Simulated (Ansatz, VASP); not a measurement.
# TaN in VASP and in Ansatz

```xyz
4
Lattice="3.1098 0.0000 0.0000 -1.5549 2.6932 0.0000 0.0000 0.0000 5.0369" Properties=species:S:1:pos:R:3 pbc="T T T"
Ta    0.0000    1.7955    0.0000
Ta    1.5549    0.8977    2.5184
N     0.0000    1.7955    1.9392
N     1.5549    0.8977    4.4576
```

Change from the starting cell: volume scaled by 1.06.

Alike in both runs: task single point; functional PBEsol; k mesh 9 × 9 × 5; occupations fermi-dirac, width 0.01 eV; no spin polarisation.

|  | VASP | Ansatz |
| --- | --- | --- |
| version | VASP 6.6.1 | Ansatz 0.2.0 |
| potentials or method | VASP PAW PBE potentials, release 64 (Ta_pv, N), cutoff 520 eV | all-electron LAPW, scalar-relativistic |

```csv
,VASP,Ansatz,Ansatz less VASP
pressure (GPa),91.1,86.8,-4.24
"traceless stress, the component that is largest in VASP (GPa)",-12.82,-12.27,+0.551
rms of the force components (eV/Å),1.241,1.214,-0.0274
```

VASP's potentials were made for PBE, not for PBEsol. Atom by atom the forces differ by 0.027 eV/Å (rms over components). Both programs put the cell under a high pressure, so it lies far from rest at this level. Ansatz ran all-electron here, and VASP with PAW potentials.

Spin-orbit coupling is off throughout. Noted on VASP's run: the cell as given lies far from equilibrium.
